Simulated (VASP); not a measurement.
Write the native input for VASP 6.6.1 that does the following.

```yaml
Task: single point
Functional: PBE
Potentials_or_basis: VASP PAW PBE potentials, release 64 (Sn_d, Se)
Cutoff: 520 eV
k_mesh: 9 × 9 × 11
Occupations: gaussian, width 0.02 eV
Spin: no spin polarisation
Dipole_correction: no
Further_INCAR_settings: ALGO = Normal; EDIFF = 1e-06; NBANDS = 17; ISYM = 0
```

The structure of SnSe lies in POSCAR:

```
SnSe
1.0
    4.1181592758      0.0000000000      0.0000000000
    0.0000000000      4.1190738635      0.0000000000
   -2.0590796379     -2.0595369318      3.1794045737
Sn Se
1 1
Direct
    0.0000000000      0.0000000000      0.0000000000
    0.5000000000      0.5000000000      0.0000000000
```

The input as run:

INCAR

```
PREC     = Accurate       # precision mode
ENCUT    = 520            # plane-wave cutoff, eV
EDIFF    = 1E-6           # SCF threshold, eV
ISMEAR   = 0              # smearing method
SIGMA    = 0.02           # smearing width, eV
LREAL    = False          # projectors in reciprocal space
LASPH    = True           # aspherical terms in the spheres
NELM     = 60             # most SCF steps
ALGO     = Normal         # electronic algorithm
ISIF     = 2              # what is computed and relaxed
LWAVE    = False          # write WAVECAR
LCHARG   = False          # write CHGCAR
GGA      = PE             # functional
NBANDS   = 17             # bands
ISYM     = 0
```

KPOINTS

```
Automatic mesh
0
Gamma
  9 9 11
```

Potentials or basis: VASP PAW PBE potentials, release 64 (Sn_d, Se).

The run is started by

```bash
$ cat potpaw_PBE.64/Sn_d/POTCAR potpaw_PBE.64/Se/POTCAR > POTCAR
$ mpirun -np 1 vasp_std > vasp.out
```

It gave:

```json
{
 "Pressure": "2.7 GPa",
 "Band gap on the k mesh": "0.07 eV (least direct gap 0.50 eV)"
}
```

Caveat: the stress differs along the axes, from -4 to 6 GPa; semilocal functionals underestimate gaps, and a narrow one can read as zero; spin-orbit coupling is left out, which moves the levels of the heavy elements.

Wall time 120 s on 1 thread of AMD EPYC 9R45 96-Core Processor (Zen 5), with other jobs on the host, peak memory 0.48 GiB.
